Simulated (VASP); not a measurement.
## Sr2MoNO6: single point with r2SCAN

The system is Sr2MoNO6.

```xyz
10
Lattice="0.0000 5.5482 0.0000 5.5482 0.0000 0.0000 2.7741 2.7741 -3.9469" Properties=species:S:1:pos:R:3 pbc="T T T"
O     2.7741    2.7741   -1.9927
O     5.5482    5.5482   -1.9542
O     1.5765    1.0535    0.0000
O     4.4947    1.5765    0.0000
O     3.9717    4.4947    0.0000
O     1.0535    3.9717    0.0000
N     2.7741    2.7741    0.0000
Mo    0.0000    0.0000    0.0000
Sr    2.7741    5.5482   -1.9735
Sr    5.5482    2.7741   -1.9735
```

- Program: VASP 6.6.1
- Task: single point
- Functional: r2SCAN
- Potentials or basis: VASP PAW PBE potentials, release 64 (O, N, Mo_sv, Sr_sv)
- Cutoff: 520 eV
- k mesh: 5 × 5 × 5
- Occupations: fermi-dirac, width 0.1 eV
- Spin: no spin polarisation

```json
{
 "Pressure": "0.1 GPa",
 "Largest force": "0.120 eV/Å",
 "Band gap on the k mesh": "zero (an odd number of electrons rules out a gap without spin polarisation)"
}
```

Forces on the atoms (eV/Å):
```
O    0.000  0.000  0.089
O    0.000  0.000 -0.089
O    0.082  0.089  0.000
O   -0.089  0.082  0.000
O   -0.082 -0.089  0.000
O    0.089 -0.082  0.000
N    0.000  0.000  0.000
Mo   0.000  0.000  0.000
Sr   0.000  0.000  0.000
Sr   0.000  0.000  0.000
```

Stress tensor (GPa, compression positive):
```
 1.92  0.00  0.00
 0.00  1.92  0.00
 0.00  0.00 -3.55
```

Levels at points of the mesh, in eV from the Fermi level:
```tsv
k point	band 33	band 34	band 35	band 36	band 37	band 38	band 39	band 40	band 41	band 42
(0.00, 0.00, 0.00)	-2.39	-2.39	-2.11	-1.92	-1.92	0.82	0.82	1.14	1.14	1.45
```

Wall time 11 min on 1 thread of Intel(R) Xeon(R) Platinum 8375C CPU @ 2.90GHz (Ice Lake), with other jobs on the host, peak memory 0.36 GiB.

Caveat: the stress differs along the axes, from -4 to 2 GPa; the PAW data sets were made with another functional, which shifts forces and pressure a little; an odd number of electrons without spin polarisation forces a metal; a magnetic or distorted state may lie lower.
